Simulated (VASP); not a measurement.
Wanted: the native input for a VASP 6.6.1 run.

```yaml
Task: single point
Functional: PBE-based screened hybrid with 25 % exact exchange
Potentials_or_basis: VASP PAW PBE potentials, release 64 (Si, O)
Cutoff: 520 eV
k_mesh: 5 × 5 × 5
Occupations: fermi-dirac, width 0.05 eV
Spin: no spin polarisation
Dipole_correction: no
Grid_for_exact_exchange_PRECFOCK: Normal
Share_of_exact_exchange: 0.25
Further_INCAR_settings: ALGO = Normal; EDIFF = 1e-06; NBANDS = 12
Screening_parameter: 0.4 1/Å
```

SiO:

```
CELL_PARAMETERS angstrom
0.00000 2.43364 2.43364
2.43364 0.00000 2.43364
2.43364 2.43364 0.00000
ATOMIC_POSITIONS crystal
Si 0.75000 0.75000 0.75000
O 0.00000 0.00000 0.00000
```

The input as run:

POSCAR

```
SiO
1.0
    0.0000000000      2.4336400000      2.4336400000
    2.4336400000      0.0000000000      2.4336400000
    2.4336400000      2.4336400000      0.0000000000
Si O
1 1
Direct
    0.7500000000      0.7500000000      0.7500000000
    0.0000000000      0.0000000000      0.0000000000
```

INCAR.step1

```
ALGO = Normal
EDIFF = 1E-5
ENCUT = 520
GGA = PE
ISIF = 2
ISMEAR = -1
LASPH = T
LCHARG = F
LREAL = F
LWAVE = T
NBANDS = 12
NELM = 60
PREC = Accurate
SIGMA = 0.05
```

INCAR.step2

```
AEXX = 0.25
ALGO = Normal
EDIFF = 1E-6
ENCUT = 520
GGA = PE
HFSCREEN = 0.4
ISIF = 2
ISMEAR = -1
ISTART = 1
LASPH = T
LCHARG = F
LHFCALC = T
LREAL = F
LWAVE = F
NBANDS = 12
NELM = 60
PREC = Accurate
PRECFOCK = Normal
SIGMA = 0.05
```

KPOINTS

```
k-points
0
Gamma
  5 5 5
```

Potentials or basis: VASP PAW PBE potentials, release 64 (Si, O).

Run with:

```sh
$ cat potpaw_PBE.64/Si/POTCAR potpaw_PBE.64/O/POTCAR > POTCAR
$ cp INCAR.step1 INCAR
$ mpirun -np 1 vasp_std > vasp.out
$ cp INCAR.step2 INCAR
$ mpirun -np 1 vasp_std > vasp.out
```

Results of the run:

| Quantity | Value |
| --- | --- |
| Pressure | -1.3 GPa |
| Band gap on the k mesh | 0.16 eV (least direct gap 1.02 eV) |

Caveat: the k points lie up to 0.45 Å⁻¹ apart; the PAW data sets were made with another functional, which shifts forces and pressure a little; an odd mesh through Γ misses points on the zone boundary, where band edges can lie.

Wall time 2.7 min on 1 thread of Intel(R) Xeon(R) Platinum 8488C (Sapphire Rapids) (shared host), peak memory 0.26 GiB.
